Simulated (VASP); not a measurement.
TiRh3:

```
Ti Rh
1.0
     3.82200    0.00000    0.00000
     0.00000    3.82200    0.00000
     0.00000    0.00000    3.82200
Ti Rh
1 3
Direct
  0.00000 0.00000 0.00000
  0.00000 0.50000 0.50000
  0.50000 0.00000 0.50000
  0.50000 0.50000 0.00000
```

| Quantity | Value |
| --- | --- |
| Program | VASP 6.6.1 |
| Task | relaxation of cell and atoms |
| Functional | LDA |
| Potentials or basis | VASP PAW LDA potentials, release 64 (Ti_sv, Rh_pv) |
| Cutoff | 600 eV |
| k mesh | 6 × 6 × 6 |
| Occupations | gaussian, width 0.05 eV |
| Spin | no spin polarisation |

At the start: pressure -9.7 GPa; volume 13.96 Å³/atom.

Problem. Where does the relaxation end?

Solution. Over 4 steps the energy falls by 16.4 meV/atom and the volume is 13.44 Å³/atom (-3.7 %); space group Pm-3m (No. 221, to 0.05 Å).

The path:
| step | energy change (eV) | largest force (eV/Å) | pressure (GPa) | volume (Å³) |
| --- | --- | --- | --- | --- |
| 1 | 0.0000 | 0.0000 | -9.73 | 55.83 |
| 2 | 0.3185 | 0.0000 | 29.77 | 49.25 |
| 3 | -0.0655 | 0.0000 | -0.34 | 53.81 |
| 4 | -0.0656 | 0.0000 | -0.08 | 53.75 |

Final structure:
```xyz
4
Lattice="3.7739 0.0000 0.0000 0.0000 3.7739 0.0000 0.0000 0.0000 3.7739" Properties=species:S:1:pos:R:3 pbc="T T T"
Ti    0.0000    0.0000    0.0000
Rh    0.0000    1.8870    1.8870
Rh    1.8870    0.0000    1.8870
Rh    1.8870    1.8870    0.0000
```
